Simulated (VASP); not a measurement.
A run of VASP 6.6.1 is set up as follows.

The input INCAR:

```
PREC = Accurate
ENCUT = 520
EDIFF = 1E-6
ISMEAR = -1
SIGMA = 0.24
LREAL = F
LASPH = T
NELM = 100
ALGO = Normal
ISIF = 2
LWAVE = F
LCHARG = T
GGA = PE
LELF = T
LVHAR = T
NBANDS = 60
```

KPOINTS

```
regular mesh
0
Gamma
  3 3 2
```

The input POSCAR:

```
TiO2
1.0
   -4.5582430000      4.5582430000      1.9775720000
    4.5582430000     -4.5582430000      1.9775720000
    4.5582430000      4.5582430000     -1.9775720000
Ti O
4 8
Direct
    0.2906415346      0.0066176245      0.2555919024
    0.0534561919      0.7968347261      0.7034947457
    0.9488701497      0.2286474674      0.3246536001
    0.7097993698      0.9946679035      0.7371700017
    0.5186005194      0.2473227485      0.6728798794
    0.1500448392      0.8741835040     -0.0148741522
    0.1314169049      0.4521654916      0.6476508602
    0.0628347336      0.0478618592      0.3252020570
    0.8303918414      0.8488529020      0.6967267871
    0.9276039581      0.5694506082      0.3392206164
    0.8387176442      0.1994033294      1.0159726017
    0.4512089038      0.7789777393      0.3561350283
```

Potentials or basis: VASP PAW PBE potentials, release 64 (Ti_sv, O).

Run with:

```bash
$ cat potpaw_PBE.64/Ti_sv/POTCAR potpaw_PBE.64/O/POTCAR > POTCAR
$ mpirun -np 1 vasp_std > vasp.out
```

Task: Estimate the band gap on the k mesh.

Result: 1.89 eV, indirect (least direct gap 2.13 eV).

Task: Estimate the largest force.

Result: 2.398 eV/Å.

Task: Estimate the pressure.

Result: -11.5 GPa.

Forces in eV/Å, atoms in the order of the input:
```
Ti   1.876  1.035 -0.949
Ti  -0.668 -0.576  0.067
Ti  -0.876 -0.089  0.215
Ti   1.874 -0.571  0.251
O   -1.477  0.638 -0.980
O   -0.464  0.167  0.401
O    0.490 -0.643  0.104
O    0.337 -1.409  1.482
O   -0.155  0.389  0.242
O    0.453  0.206 -2.230
O   -1.568  0.656 -0.985
O    0.178  0.199  2.383
```

Caveat: the k points lie up to 0.58 Å⁻¹ apart; forces of over 1 eV/Å act on the atoms, so gaps and moduli don't describe the material at rest. A k mesh can miss the band edges.
